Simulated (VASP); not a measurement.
# Si2W (P6_222) in VASP: a series of runs, part 2 of 2

VASP 6.6.1. Earlier steps stand in the parts before.

## (3) Single point, PBE

Contents of INCAR:

```
ALGO     = Normal         # electronic algorithm
EDIFF    = 1E-7           # SCF threshold, eV
ENCUT    = 520            # plane-wave cutoff, eV
GGA      = PE             # functional
ISIF     = 2              # what is computed and relaxed
ISMEAR   = 0              # smearing method
LASPH    = T              # aspherical terms in the spheres
LCHARG   = F              # write CHGCAR
LREAL    = F              # projectors in reciprocal space
LWAVE    = F              # write WAVECAR
NBANDS   = 43             # bands
NELM     = 80             # most SCF steps
PREC     = Accurate       # precision mode
SIGMA    = 0.03           # smearing width, eV
```

Contents of KPOINTS:

```
k-points
0
Gamma
  9 9 6
```

Contents of POSCAR:

```
Si2W
1.0
    4.5428566490      0.0000000000      0.0000000000
   -2.2714283245      3.9342292638      0.0000000000
    0.0000000000      0.0000000000      6.8578963974
Si W
6 3
Direct
    0.8613670885      0.7227341769      0.5000000000
    0.1386329115      0.8613670885      0.8333333333
    0.7227341769      0.8613670885      0.1666666667
    0.1386329115      0.2772658231      0.5000000000
    0.8613670885      0.1386329115      0.8333333333
    0.2772658231      0.1386329115      0.1666666667
    0.0000000000      0.5000000000      0.1666666667
    0.5000000000      0.5000000000      0.8333333333
    0.5000000000      0.0000000000      0.5000000000
```

Potentials or basis: VASP PAW PBE potentials, release 64 (Si, W_sv).

Run with:

```bash
$ cat potpaw_PBE.64/Si/POTCAR potpaw_PBE.64/W_sv/POTCAR > POTCAR
$ mpirun -np 1 vasp_std > vasp.out
```

Run time: 2.3 min. Hardware: 1 thread of Intel Xeon 6975P-C (Granite Rapids), shared host; peak memory 0.35 GiB.

The run converged. Its results:

```yaml
Free_energy: -71.0436 eV
Pressure: 7.7 GPa
Largest_force: 4.984 eV/Å
Band_gap_on_the_k_mesh: zero (bands 33 and 34 overlap by 0.47 eV)
```

Forces in eV/Å, atoms in the order of the input:
```
Si   0.000 -4.984  0.000
Si   4.316 -2.492  0.000
Si  -4.316 -2.492  0.000
Si   0.000  4.984  0.000
Si  -4.316  2.492  0.000
Si   4.316  2.492  0.000
W    0.000  0.000  0.000
W    0.000  0.000  0.000
W    0.000  0.000  0.000
```

Stress tensor (GPa, compression positive):
```
15.32  0.00  0.00
 0.00 15.32  0.00
 0.00  0.00 -7.40
```

Levels at points of the mesh, in eV from the Fermi level:
```tsv
k point	band 31	band 32	band 33	band 34	band 35	band 36
(0.00, 0.00, 0.00)	-2.21	-0.88	-0.23	1.33	1.33	2.27
(0.00, 0.00, 0.50)	-1.32	-0.53	-0.53	1.58	1.58	2.43
```

Caveat: the cell stands under pressure; spin-orbit coupling is left out, which moves the levels of the heavy elements; forces of over 1 eV/Å act on the atoms, so gaps and moduli don't describe the material at rest.

## (4) Single point, PBE

This run uses another cell than the first one, of the same volume but with other edges.

Contents of INCAR:

```
SYSTEM = Si2W
  ALGO = Normal
  EDIFF = 1E-7
  ENCUT = 520
  GGA = PE
  ISIF = 2
  ISMEAR = 0
  LASPH = .True.
  LCHARG = .True.
  LELF = .True.
  LREAL = .False.
  LVHAR = .True.
  LWAVE = .False.
  NBANDS = 43
  NELM = 100
  PREC = Accurate
  SIGMA = 0.03
```

Contents of KPOINTS:

```
k-points
0
Gamma
  9 9 6
  0 0 0
```

Contents of POSCAR:

```
Si2W
1.0
    4.6907127290      0.0000000000      0.0000000000
   -2.3453563645      4.0622763851      0.0000000000
    0.0000000000      0.0000000000      6.4323743652
Si W
6 3
Direct
    0.8488551621      0.6977103243      0.5000000000
    0.1511448379      0.8488551621      0.8333333333
    0.6977103243      0.8488551621      0.1666666667
    0.1511448379      0.3022896757      0.5000000000
    0.8488551621      0.1511448379      0.8333333333
    0.3022896757      0.1511448379      0.1666666667
    0.0000000000      0.5000000000      0.1666666667
    0.5000000000      0.5000000000      0.8333333333
    0.5000000000      0.0000000000      0.5000000000
```

Potentials or basis: VASP PAW PBE potentials, release 64 (Si, W_sv).

Run with:

```bash
$ cat potpaw_PBE.64/Si/POTCAR potpaw_PBE.64/W_sv/POTCAR > POTCAR
$ mpirun -np 1 vasp_std > vasp.out
```

OUTCAR:

```text
SYSTEM = Si2W
   EDIFF = 1E-7
   ENCUT = 520
   GGA = PE
   ISIF = 2
   ISMEAR = 0
   LASPH = .True.
   LREAL = .False.
   NELM = 100
   PREC = Accurate

 ion  position               nearest neighbor table
   1  0.849  0.698  0.500-   4 2.46   3 2.47   2 2.47   8 2.57   7 2.57   9 2.65   9 2.65   9 2.83
                             4 2.84   4 2.84   6 3.02   5 3.02
   2  0.151  0.849  0.833-   5 2.46   1 2.47   6 2.47   9 2.57   7 2.57   8 2.65   8 2.65   8 2.83
                             5 2.84   5 2.84   4 3.02   3 3.02
   3  0.698  0.849  0.167-   6 2.46   1 2.47   5 2.47   9 2.57   8 2.57   7 2.65   7 2.65   7 2.83
                             6 2.84   6 2.84   4 3.02   2 3.02
[... 1335 lines left out ...]
  external PRESSURE =      20.4670065 kB  Pullay stress =       0.0000000 kB

 VOLUME and BASIS-vectors are now :
 -----------------------------------------------------------------------------
  energy-cutoff  :      520.00
  volume of cell :      122.57
      direct lattice vectors                 reciprocal lattice vectors
     4.690712729  0.000000000  0.000000000     0.213187219  0.123083698  0.000000000
    -2.345356365  4.062276385  0.000000000     0.000000000  0.246167396  0.000000000
     0.000000000  0.000000000  6.432374365     0.000000000  0.000000000  0.155463588

 POSITION                                       TOTAL-FORCE (eV/Angst)
 -----------------------------------------------------------------------------------
      2.34536      2.83429      3.21619         0.000000     -1.674942     -0.000000
     -1.28189      3.44828      5.36031         1.450542     -0.837471     -0.000000
      1.28189      3.44828      1.07206        -1.450542     -0.837471     -0.000000
      0.00000      1.22798      3.21619        -0.000000      1.674942     -0.000000
      3.62725      0.61399      5.36031        -1.450542      0.837471     -0.000000
      1.06347      0.61399      1.07206         1.450542      0.837471     -0.000000
     -1.17268      2.03114      1.07206         0.000000      0.000000     -0.000000
      1.17268      2.03114      5.36031        -0.000000      0.000000      0.000000
      2.34536      0.00000      3.21619        -0.000000      0.000000     -0.000000
 -----------------------------------------------------------------------------------
    total drift:                                0.000000     -0.000000      0.000000

  FREE ENERGIE OF THE ION-ELECTRON SYSTEM (eV)
  ---------------------------------------------------
  free  energy   TOTEN  =       -73.2115526014 eV

  energy  without entropy=      -73.2109331751  energy(sigma->0) =      -73.21124289
```

stdout:

```text
POSCAR found type information on POSCAR SiW
 POSCAR found :  2 types and       9 ions
 scaLAPACK will be used
 LDA part: xc-table for (Slater+PW92), standard interpolation
 POSCAR, INCAR and KPOINTS ok, starting setup
 FFT: planning ... GRIDC
 FFT: planning ... GRID_SOFT
 FFT: planning ... GRID
 WAVECAR not read
 entering main loop
```

Wall time 1.8 min (1 thread of Intel Xeon 6975P-C (Granite Rapids), shared host); peak memory 0.35 GiB.

What came out:

* Free energy: -73.2116 eV
* Pressure: 2.0 GPa
* Largest force: 1.675 eV/Å
* Band gap on the k mesh: zero (bands 33 and 34 overlap by 0.26 eV)

Forces on the atoms (eV/Å):
```
Si   0.000 -1.675  0.000
Si   1.451 -0.837  0.000
Si  -1.451 -0.837  0.000
Si   0.000  1.675  0.000
Si  -1.451  0.837  0.000
Si   1.451  0.837  0.000
W    0.000  0.000  0.000
W    0.000  0.000  0.000
W    0.000  0.000  0.000
```

Stress tensor (GPa, compression positive):
```
-1.22  0.00  0.00
 0.00 -1.22  0.00
 0.00  0.00  8.58
```

Caveat: spin-orbit coupling is left out, which moves the levels of the heavy elements; forces of over 1 eV/Å act on the atoms, so gaps and moduli don't describe the material at rest.

## (5) Summary

```csv
cell,gap on the mesh (eV),pressure (GPa),largest force (eV/Å)
"a = 4.498, b = 4.498, c = 6.997 Å, angles 90.0, 90.0, 120.0°, 9 atoms, atomic positions A",none,9.1,5.36
"a = 4.543, b = 4.543, c = 6.858 Å, angles 90.0, 90.0, 120.0°, 9 atoms, atomic positions A",none,7.7,4.98
"a = 4.691, b = 4.691, c = 6.432 Å, angles 90.0, 90.0, 120.0°, 9 atoms, atomic positions B",none,2.0,1.67
```

Alike in all rows: task single point; level PBE; potentials or basis VASP PAW PBE potentials, release 64 (Si, W_sv); no spin polarisation; k mesh 9 × 9 × 6; cutoff (eV) 520; smearing gaussian 0.03 eV.

Caveats: spin-orbit coupling is left out, which moves the levels of the heavy elements; forces of over 1 eV/Å act on the atoms, so gaps and moduli don't describe the material at rest; the cell stands under pressure (at least some runs).

Absolute energies hang on the potentials; compare differences alone.
